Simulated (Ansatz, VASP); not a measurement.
Two plane-wave programs on Zr

```
Zr
1.0
     3.24658    0.00000    0.00000
    -1.62329    2.81162    0.00000
     0.00000    0.00000    5.15015
Zr
2
Direct
  0.33333 0.66667 0.25000
  0.66667 0.33333 0.75000
```

Alike in both runs: functional r2SCAN; k mesh 18 × 18 × 8; occupations gaussian, width 0.1 eV; no spin polarisation.

Ansatz relaxed the structure, and its values are those at the end. VASP's run is a single point on that final structure, the one shown.

|  | VASP | Ansatz |
| --- | --- | --- |
| version | VASP 6.6.1 | Ansatz 0.2.0 |
| potentials or method | VASP PAW PBE potentials, release 64 (Zr_sv), cutoff 520 eV | scalar-relativistic, plane waves, PAW |
| valence electrons in the cell | 24 | 24 |

|  | VASP | Ansatz | Ansatz less VASP |
| --- | --- | --- | --- |
| gap on the k mesh at the Fermi level (eV) | none | none | - |
| pressure (GPa) | 0.0 | 0.0 | +0.02 |

VASP's potentials were made for PBE, not for r2SCAN. A gap of «none» marks a metal or a gap that the smearing closes. With one functional, cell and mesh, what is left measures potentials, basis and numerics.
